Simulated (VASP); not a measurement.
Runs of VASP 6.6.1 on TiC. The structure is that of space group I4/mmm (No. 139), or close to it. The cells are those of the table. 

| cell | gap on the mesh (eV) | pressure (GPa) |
| --- | --- | --- |
| a = 3.343, b = 3.343, c = 2.730 Å, angles 65.9, 65.9, 48.2°, 2 atoms | none | 52.6 |
| a = 3.002, b = 3.002, c = 3.234 Å, angles 57.4, 57.4, 65.2°, 2 atoms | none | (a) |
| a = 2.978, b = 2.978, c = 3.439 Å, angles 54.7, 54.7, 70.5°, 2 atoms | none | 55.3 |
| a = 3.185, b = 3.185, c = 2.883 Å, angles 63.1, 63.1, 53.8°, 2 atoms | none | 15.3 |

Alike in all rows: task single point; level PBE; potentials or basis VASP PAW PBE potentials, release 64 (Ti_sv, C); no spin polarisation; k mesh 26 × 26 × 26; cutoff (eV) 520; smearing gaussian 0.15 eV.

Task: Fill in the values left out.

Result: (a) 13.1.

Caveats: the stress differs along the axes, from -30 to 94 GPa (at least some runs); the stress differs along the axes, from -16 to 71 GPa (at least some runs); the stress differs along the axes, from -24 to 213 GPa (at least some runs); the stress differs along the axes, from -26 to 36 GPa (at least some runs).

A gap of «none» marks levels without a gap at the run's occupations.
